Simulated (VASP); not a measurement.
A run of VASP 6.6.1 is set up as follows.

File INCAR:

```
SYSTEM = LiS3
ALGO = Normal ; EDIFF = 1E-6
ENCUT = 520 ; GGA = PE
ISIF = 2 ; ISMEAR = 0
LASPH = .TRUE. ; LCHARG = .TRUE.
LELF = .TRUE. ; LREAL = .FALSE.
LVHAR = .TRUE. ; LWAVE = .FALSE.
NBANDS = 31 ; NELM = 80
PREC = Accurate ; SIGMA = 0.2
```

KPOINTS

```
k-points
0
G
  6 6 2
  0 0 0
```

File POSCAR:

```
LiS3
1.0
    4.4516001496      0.0000000000      0.0000000000
    0.0000000000      4.4516001496      0.0000000000
    0.0000000000      0.0000000000      9.7206630824
Li S
2 6
Direct
    0.0000000000      0.0000000000      0.4073751794
    0.0000000000      0.0000000000      0.9073751794
    0.0000000000      0.5000000000      0.0870324177
    0.0000000000      0.5000000000      0.5870324177
    0.5000000000      0.0000000000      0.0870324177
    0.5000000000      0.0000000000      0.5870324177
    0.0000000000      0.0000000000      0.1552230201
    0.0000000000      0.0000000000      0.6552230201
```

Potentials or basis: VASP PAW PBE potentials, release 64 (Li_sv, S).

The run is started by

```sh
$ cat potpaw_PBE.64/Li_sv/POTCAR potpaw_PBE.64/S/POTCAR > POTCAR
$ mpirun -np 1 vasp_std > vasp.out
```

Task: What does it give for the largest force?

Result: 0.199 eV/Å.

Task: Predict the band gap on the k mesh.

Result: Zero (band 21 reaches 2.73 eV, above the bottom of band 22 at 1.39 eV).

Forces in eV/Å, atoms in the order of the input:
```
Li   0.000  0.000 -0.016
Li   0.000  0.000 -0.016
S    0.000  0.000 -0.092
S    0.000  0.000 -0.092
S    0.000  0.000 -0.092
S    0.000  0.000 -0.092
S    0.000  0.000  0.199
S    0.000  0.000  0.199
```
